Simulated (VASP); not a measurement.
Here is a VASP 6.6.1 calculation.

INCAR

```
SYSTEM = Mg3Zn2O3
  PREC = Accurate
  ENCUT = 520
  EDIFF = 1E-6
  ISMEAR = 0
  SIGMA = 0.1
  LREAL = Auto
  LASPH = .TRUE.
  NELM = 100
  ALGO = Normal
  ISIF = 2
  LWAVE = .FALSE.
  LCHARG = .FALSE.
  GGA = PE
  NBANDS = 62
```

The input KPOINTS:

```
Automatic mesh
0
G
  10 10 2
  0 0 0
```

File POSCAR:

```
Mg3Zn2O3
1.0
    2.9695491995      0.0000000000      0.0000000000
    0.0000000000      2.9695491995      0.0000000000
    0.0000000000      0.0000000000     20.9047896624
Mg Zn O
6 4 6
Direct
    0.0000000000      0.5000000000      0.9486511095
    0.0000000000      0.5000000000      0.1539073427
    0.0000000000      0.5000000000      0.7423437625
    0.5000000000      0.0000000000      0.8460926573
    0.5000000000      0.0000000000      0.0513488905
    0.5000000000      0.0000000000      0.2576562375
    0.0000000000      0.5000000000      0.3776101301
    0.5000000000      0.0000000000      0.6223898699
    0.0000000000      0.5000000000      0.5429278463
    0.5000000000      0.0000000000      0.4570721537
    0.0000000000      0.5000000000      0.8458561669
    0.0000000000      0.5000000000      0.2569439912
    0.0000000000      0.5000000000      0.0513141839
    0.5000000000      0.0000000000      0.9486858161
    0.5000000000      0.0000000000      0.1541438331
    0.5000000000      0.0000000000      0.7430560088
```

Potentials or basis: VASP PAW PBE potentials, release 64 (Mg, Zn, O).

Run with:

```sh
$ cat potpaw_PBE.64/Mg/POTCAR potpaw_PBE.64/Zn/POTCAR potpaw_PBE.64/O/POTCAR > POTCAR
$ mpirun -np 1 vasp_std > vasp.out
```

**Question.** Predict the pressure.

**Answer.** -0.4 GPa.

**Question.** Predict the largest force.

**Answer.** 0.025 eV/Å.

**Question.** Estimate the band gap on the k mesh.

**Answer.** Zero (band 48 reaches 5.38 eV, above the bottom of band 49 at 3.70 eV).

Forces in eV/Å, atoms in the order of the input:
```
Mg   0.000  0.000  0.002
Mg   0.000  0.000 -0.005
Mg   0.000  0.000  0.025
Mg   0.000  0.000  0.005
Mg   0.000  0.000 -0.002
Mg   0.000  0.000 -0.025
Zn   0.000  0.000 -0.015
Zn   0.000  0.000  0.015
Zn   0.000  0.000  0.000
Zn   0.000  0.000  0.000
O    0.000  0.000 -0.001
O    0.000  0.000 -0.003
O    0.000  0.000 -0.004
O    0.000  0.000  0.004
O    0.000  0.000  0.001
O    0.000  0.000  0.003
```
